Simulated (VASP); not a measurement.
A run of VASP 6.6.1:

File POSCAR:

```
LiSi16
1.0
    0.0000000000      5.4300000000      5.4300000000
    5.4300000000      0.0000000000      5.4300000000
    5.4300000000      5.4300000000      0.0000000000
Si Li
16 1
Direct
   -0.0040716390     -0.0012944751     -0.0010132597
    0.1061560773      0.1313212707      0.1314363720
   -0.0038471455     -0.0013767956      0.5066635359
    0.1289820442      0.1209402394      0.6252481584
   -0.0037228361      0.5063771639     -0.0011550645
    0.1287720994      0.6250418969      0.1213032228
    0.0188261510      0.4936806630      0.4939370166
    0.1288119705      0.6249885820      0.6252476980
    0.4765169429      0.0074598527      0.0080373849
    0.6192838858      0.1199148250      0.1201684162
    0.5023289134     -0.0109510129      0.5044709024
    0.6195790976      0.1199129834      0.6406575506
    0.5021139042      0.5039825967     -0.0101332413
    0.6197905157      0.6401720994      0.1201807551
    0.5021456722      0.5039447514      0.5043191529
    0.6466418048      0.6173878453      0.6181213628
    0.6625345304      0.2788070902      0.2793737569
```

The input INCAR.step1:

```
PREC     = Accurate       # precision mode
ENCUT    = 520            # plane-wave cutoff, eV
ISMEAR   = 0              # smearing method
SIGMA    = 0.05           # smearing width, eV
LREAL    = Auto         
LASPH    = T              # aspherical terms in the spheres
NELM     = 100            # most SCF steps
NBANDS   = 48             # bands
NELECT   = 66.0         
GGA      = PE             # functional
ALGO     = Normal         # electronic algorithm
EDIFF    = 1E-4           # SCF threshold, eV
LWAVE    = T              # write WAVECAR
LCHARG   = F              # write CHGCAR
```

The input INCAR.step2:

```
PREC     = Accurate       # precision mode
ENCUT    = 520            # plane-wave cutoff, eV
EDIFF    = 1E-6           # SCF threshold, eV
ISMEAR   = 0              # smearing method
SIGMA    = 0.05           # smearing width, eV
LREAL    = Auto         
LASPH    = T              # aspherical terms in the spheres
NELM     = 100            # most SCF steps
ALGO     = Normal         # electronic algorithm
ISIF     = 2              # what is computed and relaxed
LWAVE    = F              # write WAVECAR
LCHARG   = F              # write CHGCAR
METAGGA  = R2SCAN         # meta-GGA
LMIXTAU  = T            
NBANDS   = 48             # bands
NELECT   = 66.0         
ISTART   = 1
```

The input KPOINTS:

```
Automatic mesh
0
Gamma
  2 2 2
```

Potentials or basis: VASP PAW PBE potentials, release 64 (Si, Li_sv).

Command:

```bash
$ cat potpaw_PBE.64/Si/POTCAR potpaw_PBE.64/Li_sv/POTCAR > POTCAR
$ cp INCAR.step1 INCAR
$ mpirun -np 1 vasp_std > vasp.out
$ cp INCAR.step2 INCAR
$ mpirun -np 1 vasp_std > vasp.out
```

Hardware: 1 thread of AMD EPYC 9R45 96-Core Processor (Zen 5), on a shared host.

Problem. Estimate the wall time of this run.

Solution. Wall time 9.4 min on 1 thread of AMD EPYC 9R45 96-Core Processor (Zen 5), with other jobs on the host, peak memory 0.52 GiB. Counts: k points 8.
